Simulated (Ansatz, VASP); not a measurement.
**Two plane-wave programs on Au**

File POSCAR:

```
Au
1.0
   -1.6572690000      1.6572690000      1.6987007250
    1.6572690000     -1.6572690000      1.6987007250
    1.6572690000      1.6572690000     -1.6987007250
Au
1
Direct
    0.0000000000      0.0000000000      0.0000000000
```

The input INCAR.step1:

```
SYSTEM = Au
PREC = Accurate
ENCUT = 520
ISMEAR = 0
SIGMA = 0.15
LREAL = .False.
LASPH = .True.
NELM = 100
NBANDS = 12
GGA = PE
ALGO = Normal
EDIFF = 1E-4
LWAVE = .True.
LCHARG = .False.
```

File INCAR.step2:

```
SYSTEM = Au
PREC = Accurate
ENCUT = 520
EDIFF = 1E-7
ISMEAR = 0
SIGMA = 0.15
LREAL = .False.
LASPH = .True.
NELM = 100
ALGO = Normal
ISIF = 2
LWAVE = .False.
LCHARG = .False.
METAGGA = R2SCAN
LMIXTAU = .True.
NBANDS = 12
ISTART = 1
```

Contents of KPOINTS:

```
regular mesh
0
Gamma
  20 20 20
  0 0 0
```

Input for Ansatz:

```yaml
crystal:
  lattice:
    - [-1.657269, 1.657269, 1.698700725]
    - [1.657269, -1.657269, 1.698700725]
    - [1.657269, 1.657269, -1.698700725]
  atoms:
    - { symbol: Au, position: [0.0, 0.0, 0.0] }
basis:
  ecutwfc: 500
kpoints:
  mp_grid: { grid: [20, 20, 20] }
hamiltonian:
  xc: r2scan
scf:
  occupations: { method: gaussian, width: 0.15 }
output:
  forces: true
  stress: true
  eigenvalues: true
  write_density: true
  write_potential: true
  elf: true
  volumetric_format: npy
```

Change from the starting cell: strain +0.000 along x and y, +0.025 along z, atoms carried along.

Alike in both runs: task single point; functional r2SCAN; k mesh 20 × 20 × 20; occupations gaussian, width 0.15 eV; no spin polarisation.

```csv
,VASP,Ansatz
version,VASP 6.6.1,Ansatz 0.2.0
potentials or method,"VASP PAW PBE potentials, release 64 (Au), cutoff 520 eV","scalar-relativistic, plane waves, PAW"
valence electrons in the cell,11,19
```

Ansatz gave:

* gap on the k mesh at the Fermi level (eV): none
* pressure (GPa): -7.5
* traceless stress, the component that is largest in VASP (GPa): 0.12

Which values does VASP return?

gap on the k mesh at the Fermi level (eV): none; pressure (GPa): -7.3; traceless stress, the component that is largest in VASP (GPa): 0.13.

VASP's potentials were made for PBE, not for r2SCAN. A gap of «none» marks a metal or a gap that the smearing closes. VASP's potentials hold 11 valence electrons a cell and Ansatz's 19, so a difference there can come from the potentials and not from the codes.

Spin-orbit coupling is off throughout.
